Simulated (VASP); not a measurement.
**Zr: single point with LDA**

Crystal: Zr.

```
Zr
1.0
     3.23200    0.00000    0.00000
    -1.61600    2.79899    0.00000
     0.00000    0.00000    5.14700
Zr
2
Cartesian
  0.0000 1.8660 1.2868
  1.6160 0.9330 3.8603
```

- Program: VASP 6.6.1
- Task: single point
- Functional: LDA
- Potentials or basis: VASP PAW LDA potentials, release 64 (Zr_sv)
- Cutoff: 520 eV
- k mesh: 6 × 6 × 4
- Occupations: gaussian, width 0.1 eV
- Spin: no spin polarisation

```yaml
Pressure: -6.3 GPa
Band_gap_on_the_k_mesh: zero (band 12 reaches 9.63 eV, above the bottom of band 13 at 8.79 eV)
```

Stress tensor (GPa, compression positive):
```
-6.47  0.00  0.00
 0.00 -6.47  0.00
 0.00  0.00 -5.82
```

Levels at points of the mesh, in eV from the Fermi level:
```tsv
k point	band 8	band 9	band 10	band 11	band 12	band 13	band 14	band 15	band 16	band 17
(0.00, 0.00, 0.00)	-26.25	-5.68	-3.08	0.79	0.79	0.94	1.21	1.48	1.48	2.04
(0.50, 0.00, 0.00)	-26.36	-2.62	-2.56	-2.19	-0.21	0.44	0.72	1.40	4.83	5.23
(0.00, 0.00, 0.50)	-26.32	-3.97	-3.97	0.00	0.00	0.69	0.69	0.69	0.69	3.86
(0.50, 0.00, 0.50)	-26.48	-2.92	-2.92	-1.11	-1.11	1.63	1.63	2.12	2.12	5.07
```

Wall time 8.9 s on 1 thread of Intel(R) Xeon(R) Platinum 8488C (Sapphire Rapids), with other jobs on the host, peak memory 0.14 GiB.

Caveat: the k points lie up to 0.37 Å⁻¹ apart.
